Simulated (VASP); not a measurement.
# Sc (C2/m) in VASP: further runs

Runs on Sc. Level: PBEsol. Tasks: single point.

All numbers are computed with VASP 6.6.1; they aren't measurements. Logs are shortened: lines on timing, memory, paths and dates and some standing lists are left out, and cuts for length are marked.

### 1 The cell of the first run

Symmetry: C2/m, No. 12, monoclinic system. The conventional cell has a = 5.731 Å, b = 3.309 Å, c = 5.268 Å, α = 90.00°, β = 90.43°, γ = 90.00°. Within 4.3 Å of Sc (site symmetry m) lie 12 Sc at 3.24 to 3.31 Å.

### 2 Single point, PBEsol (strain +0.0075 x Voigt [0, 0, 0, 1, 0, 0])

Input file INCAR:

```
PREC = Accurate
ENCUT = 520
EDIFF = 1E-6
ISMEAR = 0
SIGMA = 0.15
LREAL = F
LASPH = T
NELM = 100
ALGO = Fast
ISIF = 2
LWAVE = F
LCHARG = F
GGA = PS
NBANDS = 18
```

Input file KPOINTS:

```
Automatic mesh
0
Gamma
  18 18 10
```

Input file POSCAR:

```
Sc
1.0
    3.3087978973      0.0000000000      0.0000000000
   -1.6543989486      2.8655030350      0.0107456364
    0.0000000000      0.0197550000      5.2680000000
Sc
2
Direct
    0.3333333333      0.6666666667      0.2500000000
    0.6666666667      0.3333333333      0.7500000000
```

Potentials or basis: VASP PAW PBE potentials, release 64 (Sc_sv).

Started as:

```
$ cat potpaw_PBE.64/Sc_sv/POTCAR > POTCAR
$ mpirun -np 1 vasp_std > vasp.out
```

OUTCAR:

```text
PREC = Accurate
   ENCUT = 520
   EDIFF = 1E-6
   ISMEAR = 0
   LREAL = F
   LASPH = T
   NELM = 100
   ISIF = 2
   GGA = PS

 ion  position               nearest neighbor table
   1  0.333  0.667  0.250-   2 3.24   2 3.25   2 3.25   2 3.26   2 3.26   2 3.27
   2  0.667  0.333  0.750-   1 3.24   1 3.25   1 3.25   1 3.26   1 3.26   1 3.27

  LATTYP: Found a base centered monoclinic cell.
 ALAT       =     5.7310463660
 B/A-ratio  =     0.5773462097
 C/A-ratio  =     0.9192103333
 COS(beta)  =    -0.0074998945

  Lattice vectors:

 A1 = (  -1.6543989487,  -2.8655030350,  -0.0107456364)
 A2 = (   1.6543989486,  -2.8655030350,  -0.0107456364)
 A3 = (   0.0000000000,   0.0197550000,   5.2680000000)

Analysis of symmetry for initial positions (statically):
=====================================================================
 Subroutine PRICEL returns:
 Original cell was already a primitive cell.

 Routine SETGRP: Setting up the symmetry group for a
 base centered monoclinic supercell.

 Subroutine GETGRP returns: Found  4 space group operations
 (whereof  4 operations were pure point group operations)
 out of a pool of  4 trial point group operations.

The static configuration has the point symmetry C_2h.

Analysis of symmetry for dynamics (positions and initial velocities):
=====================================================================
 Subroutine PRICEL returns:
 Original cell was already a primitive cell.

 Routine SETGRP: Setting up the symmetry group for a
 base centered monoclinic supercell.

 Subroutine GETGRP returns: Found  4 space group operations
 (whereof  4 operations were pure point group operations)
 out of a pool of  4 trial point group operations.

The dynamic configuration has the point symmetry C_2h.

 Subroutine INISYM returns: Found  4 space group operations
 (whereof  4 operations are pure point group operations),
 and found     1 'primitive' translations

----------------------------------------------------------------------------------------

                                     Primitive cell

  volume of cell :      49.9472

  direct lattice vectors                    reciprocal lattice vectors
     3.308797897  0.000000000  0.000000000     0.302224563  0.174491887 -0.000654345
    -1.654398949  2.865503035  0.010745636     0.000000000  0.348983774 -0.001308689
     0.000000000  0.019755000  5.268000000     0.000000000 -0.000711855  0.189828030

  length of vectors
     3.308797897  3.308815346  5.268037040     0.348980706  0.348986227  0.189829365

  position of ions in fractional coordinates (direct lattice)
     0.333333333  0.666666667  0.250000000
     0.666666667  0.333333333  0.750000000

  ion indices of the primitive-cell ions
   primitive index   ion index
                 1           1
                 2           2

----------------------------------------------------------------------------------------

 KPOINTS: Automatic mesh

Automatic generation of k-mesh.
 Grid dimensions read from file:
 generate k-points for:   18   18   10

 Generating k-lattice:

  Cartesian coordinates                     Fractional coordinates (reciprocal lattice)
     0.016790254  0.009693994 -0.000036352     0.055555556 -0.000000000  0.000000000
     0.000000000  0.019387987 -0.000072705     0.000000000  0.055555556 -0.000000000
     0.000000000 -0.000071186  0.018982803     0.000000000 -0.000000000  0.100000000

  Length of vectors
     0.019387817  0.019388124  0.018982936

  Shift w.r.t. Gamma in fractional coordinates (k-lattice)
     0.000000000  0.000000000  0.000000000

 Subroutine IBZKPT returns following result:
 ===========================================

 Found    866 irreducible k-points:

 Following reciprocal coordinates:
            Coordinates               Weight
  0.000000  0.000000  0.000000      1.000000
  0.055556 -0.000000  0.000000      4.000000
  0.111111 -0.000000  0.000000      4.000000
  0.166667 -0.000000  0.000000      4.000000
  0.222222 -0.000000  0.000000      4.000000
  0.277778 -0.000000  0.000000      4.000000
[... 16 lines left out ...]
 -0.333333  0.055556 -0.000000      4.000000
 -0.277778  0.055556  0.000000      4.000000
 [... further k-points ...]
   k-points           NKPTS =    866   k-points in BZ     NKDIM =    866   number of bands    NBANDS=     18
   number of dos      NEDOS =    301   number of ions     NIONS =      2
   total plane-waves  NPLWV =  31360
   dimension x,y,z NGX =    28 NGY =   28 NGZ =   40
   dimension x,y,z NGXF=    56 NGYF=   56 NGZF=   80
   ions per type =               2
   NGX,Y,Z   is equivalent  to a cutoff of  14.07, 14.07, 12.62 a.u.
   NGXF,Y,Z  is equivalent  to a cutoff of  28.14, 28.14, 25.25 a.u.
 SYSTEM =  unknown system
   PREC   = accura    normal or accurate (medium, high low for compatibility)
   ISTART =      0    job   : 0-new  1-cont  2-samecut
   ICHARG =      2    charge: 1-file 2-atom 10-const
   ISPIN  =      1    spin polarized calculation?
   LNONCOLLINEAR =      F non collinear calculations
   LSORBIT =      F    spin-orbit coupling
   LASPH  =      T    aspherical Exc in radial PAW
   ENCUT  =  520.0 eV  38.22 Ry    6.18 a.u.   6.15  6.15  9.80*2*pi/ulx,y,z
   NELM   =    100;   NELMIN=  2; NELMDL= -5     # of ELM steps
   EDIFF  = 0.1E-05   stopping-criterion for ELM
   LREAL  =      F    real-space projection
   EDIFFG = 0.1E-04   stopping-criterion for IOM
   NSW    =      0    number of steps for IOM
   IBRION =     -1    ionic relax: 0-MD 1-quasi-New 2-CG
   NFREE  =      0    steps in history (QN), initial steepest desc. (CG)
   ISIF   =      2    stress and relaxation
   ISYM   =      2    0-nonsym 1-usesym 2-fastsym
   POTIM  = 0.5000    time-step for ionic-motion
   TEBEG  =    0.0;   TEEND  =   0.0 temperature during run
   PSTRESS=    0.0 pullay stress
   NELECT =      22.0000    total number of electrons
   NUPDOWN=      -1.0000    fix difference up-down
   EMIN   =  10.00;   EMAX   =-10.00  energy-range for DOS
   EFERMI =   0.00;   METHOD = LEGACY
   ISMEAR =     0;   SIGMA  =   0.15  broadening in eV -4-tet -1-fermi 0-gaus
   EFERMI_NEDOS =   21; number of points for ismear=-14 and -15
   IALGO  =     68    algorithm
   IMIX   =      4    mixing-type and parameters
     AMIX     =   0.40;   BMIX     =  1.00
     AMIX_MAG =   1.60;   BMIX_MAG =  1.00
  volume/ion in A,a.u.               =      24.97       168.53
  Fermi-wavevector in a.u.,A,eV,Ry     =   1.245601  2.353844 21.109722  1.551521
  Thomas-Fermi vector in A             =   2.379816
   LORBIT       =      0    0 simple, 1 ext, 2 COOP (PROOUT), +10 PAW based schemes
   GGA     = PS    functional components
   LHFCALC =     F    Hartree Fock is set to
   AEXX    =    0.0000 exact exchange contribution
   IVDW    =     0    specifies the selected vdW correction
   LEPSILON=     F    determine dielectric tensor
   LRPA    =     F    only Hartree local field effects (RPA)
 non-spin polarized calculation
 RMM-DIIS sequential band-by-band and
 Gauss-broadening in eV      SIGMA  =   0.15
  energy-cutoff  :      520.00
  volume of cell :       49.95
 maximum number of plane-waves:      1375
 NGX is ok and might be reduce to    28
   NGX = 13   NGY = 13   NGZ = 19

 number of electron      22.0000000 magnetization

 Free energy of the ion-electron system (eV)
  ---------------------------------------------------
  ext. energy  EPLUGINS =         0.00000000
  ---------------------------------------------------
  free energy    TOTEN  =       -13.20655152 eV

  energy without entropy =      -13.15784143  energy(sigma->0) =      -13.18219648

 E-fermi :   3.5020     XC(G=0):  -9.9367

 val. band max:        3.5017122113   @ k =   0.0556   0.3333   0.4000
 cond. band min:       3.5020983967   @ k =  -0.3889   0.3333   0.4000
 fundamental gap:      0.0003861854
 Fermi energy:         3.5019766172

 k-point     1 :       0.0000    0.0000    0.0000
  band No.  band energies     occupation
      1     -45.7406      2.00000
      2     -45.6775      2.00000
      3     -24.6406      2.00000
      4     -24.3106      2.00000
      5     -24.3106      2.00000
      6     -24.2528      2.00000
[... 10 lines left out ...]
     17       5.8597      0.00000
     18       5.8614      0.00000

 k-point     2 :       0.0556   -0.0000    0.0000
  band No.  band energies     occupation
      1     -45.7392      2.00000
      2     -45.6769      2.00000
      3     -24.6367      2.00000
      4     -24.3186      2.00000
      5     -24.3133      2.00000
      6     -24.2612      2.00000
[... 10 lines left out ...]
     17       5.8000      0.00000
     18       5.8184      0.00000

 k-point     3 :       0.1111   -0.0000    0.0000
  band No.  band energies     occupation
      1     -45.7350      2.00000
      2     -45.6753      2.00000
      3     -24.6253      2.00000
      4     -24.3419      2.00000
      5     -24.3209      2.00000
      6     -24.2853      2.00000
[... 10 lines left out ...]
     17       5.6767      0.00000
     18       5.7077      0.00000

 k-point     4 :       0.1667   -0.0000    0.0000
  band No.  band energies     occupation
      1     -45.7284      2.00000
      2     -45.6728      2.00000
      3     -24.6071      2.00000
      4     -24.3778      2.00000
      5     -24.3324      2.00000
      6     -24.3217      2.00000
[... 375 lines left out ...]
      4     -24.5092      2.00000
      5     -24.4716      2.00000
      6     -24.3817      2.00000
[... 10 lines left out ...]
     17       6.8164      0.00000
     18       7.0791      0.00000

 k-point    23 :      -0.3333    0.0556   -0.0000
  band No.  band energies     occupation
      1     -45.7056      2.00000
      2     -45.6662      2.00000
      3     -24.5386      2.00000
      4     -24.4915      2.00000
      5     -24.4365      2.00000
      6     -24.3678      2.00000
[... 10 lines left out ...]
     17       6.4484      0.00000
     18       6.7241      0.00000

 k-point    24 :      -0.2778    0.0556    0.0000
  band No.  band energies     occupation
      1     -45.7148      2.00000
      2     -45.6684      2.00000
      3     -24.5674      2.00000
      4     -24.4457      2.00000
      5     -24.3968      2.00000
      6     -24.3506      2.00000
[... 10 lines left out ...]
     17       6.0734      0.00000
     18       6.3851      0.00000

 [... further k-points ...]

------------------------ aborting loop because EDIFF is reached ----------------------------------------

  FORCE on cell =-STRESS in cart. coord.  units (eV):
  Direction    XX          YY          ZZ          XY          YZ          ZX
  --------------------------------------------------------------------------------------
  -------------------------------------------------------------------------------------
  Total       -0.6889726     -0.6889397     -1.1901735     -0.0000000     -0.0638828     -0.0000000
  in kB      -22.1004824    -22.0994285    -38.1777291     -0.0000000     -2.0491966     -0.0000000
  external PRESSURE =     -27.4592133 kB  Pullay stress =       0.0000000 kB

 VOLUME and BASIS-vectors are now :
 -----------------------------------------------------------------------------
  energy-cutoff  :      520.00
  volume of cell :       49.95
      direct lattice vectors                 reciprocal lattice vectors
     3.308797897  0.000000000  0.000000000     0.302224563  0.174491887 -0.000654345
    -1.654398949  2.865503035  0.010745636     0.000000000  0.348983774 -0.001308689
     0.000000000  0.019755000  5.268000000     0.000000000 -0.000711855  0.189828030

 POSITION                                       TOTAL-FORCE (eV/Angst)
 -----------------------------------------------------------------------------------
     -0.00000      1.91527      1.32416        -0.000000     -0.000298      0.000005
      1.65440      0.96998      3.95458         0.000000      0.000298     -0.000005
 -----------------------------------------------------------------------------------
    total drift:                                0.000000     -0.000000     -0.000000

  FREE ENERGIE OF THE ION-ELECTRON SYSTEM (eV)
  ---------------------------------------------------
  free  energy   TOTEN  =       -13.2065515235 eV

  energy  without entropy=      -13.1578414292  energy(sigma->0) =      -13.18219648
```

Wall time 17 min (1 thread of Oxide Virtual Turin-like, shared host); peak memory 0.66 GiB.

Results:

```
Free energy            : -13.2066 eV
Pressure               : -2.7 GPa
Band gap on the k mesh : zero (bands 11 and 12 overlap by 1.35 eV)
```

Levels at points of the mesh, in eV from the Fermi level:
```csv
k point,band 9,band 10,band 11,band 12,band 13,band 14
"(0.00, 0.00, 0.00)",-5.12,-1.67,0.44,1.59,1.59,1.71
"(0.50, 0.00, 0.00)",-1.59,-1.04,-0.68,-0.29,1.20,1.39
"(0.00, 0.50, 0.00)",-1.59,-1.04,-0.68,-0.29,1.20,1.40
"(0.00, 0.00, 0.50)",-3.63,-3.63,0.88,0.88,1.53,1.53
"(0.50, 0.00, 0.50)",-1.47,-1.46,0.04,0.05,1.22,1.25
"(0.00, 0.50, 0.50)",-1.47,-1.46,0.03,0.06,1.21,1.27
```

Caveat: the cell differs from its parent crystal (strain +0.0075 x Voigt [0, 0, 0, 1, 0, 0]); the PAW data sets were made with another functional, which shifts forces and pressure a little.

### 3 Single point, PBEsol (strain +0.0025 x Voigt [0, 0, 0, 1, 0, 0])

Input file INCAR:

```
PREC = Accurate ; ENCUT = 520
EDIFF = 1E-6 ; ISMEAR = 0
SIGMA = 0.15 ; LREAL = False
LASPH = True ; NELM = 80
ALGO = Fast ; ISIF = 2
LWAVE = False ; LCHARG = False
GGA = PS ; NBANDS = 18
```

KPOINTS is that of step 2.

Input file POSCAR:

```
Sc
1.0
    3.3087978973      0.0000000000      0.0000000000
   -1.6543989486      2.8655030350      0.0035818788
    0.0000000000      0.0065850000      5.2680000000
Sc
2
Direct
    0.3333333333      0.6666666667      0.2500000000
    0.6666666667      0.3333333333      0.7500000000
```

Potentials or basis: VASP PAW PBE potentials, release 64 (Sc_sv).

Started as:

```
$ cat potpaw_PBE.64/Sc_sv/POTCAR > POTCAR
$ mpirun -np 1 vasp_std > vasp.out
```

Run time: 20 min. Hardware: 1 thread of Oxide Virtual Turin-like, shared host; peak memory 0.66 GiB.

The run converged. Its results:

```yaml
Free_energy: -13.2068 eV
Pressure: -2.7 GPa
Band_gap_on_the_k_mesh: zero (bands 11 and 12 overlap by 1.35 eV)
```

Stress tensor (GPa, compression positive):
```
-2.21  0.00  0.00
 0.00 -2.21 -0.07
 0.00 -0.07 -3.82
```

Levels at points of the mesh, in eV from the Fermi level:
```tsv
k point	band 8	band 9	band 10	band 11	band 12	band 13	band 14	band 15
(0.00, 0.00, 0.00)	-27.74	-5.12	-1.67	0.44	1.59	1.59	1.71	2.00
(0.50, 0.00, 0.00)	-27.80	-1.59	-1.04	-0.68	-0.29	1.20	1.40	1.75
(0.00, 0.50, 0.00)	-27.80	-1.59	-1.04	-0.68	-0.29	1.20	1.40	1.75
(0.00, 0.00, 0.50)	-27.78	-3.63	-3.63	0.88	0.88	1.53	1.53	1.53
(0.50, 0.00, 0.50)	-27.84	-1.47	-1.46	0.04	0.05	1.23	1.24	2.38
(0.00, 0.50, 0.50)	-27.84	-1.47	-1.46	0.04	0.05	1.23	1.25	2.38
```

Caveat: the cell differs from its parent crystal (strain +0.0025 x Voigt [0, 0, 0, 1, 0, 0]); the PAW data sets were made with another functional, which shifts forces and pressure a little.
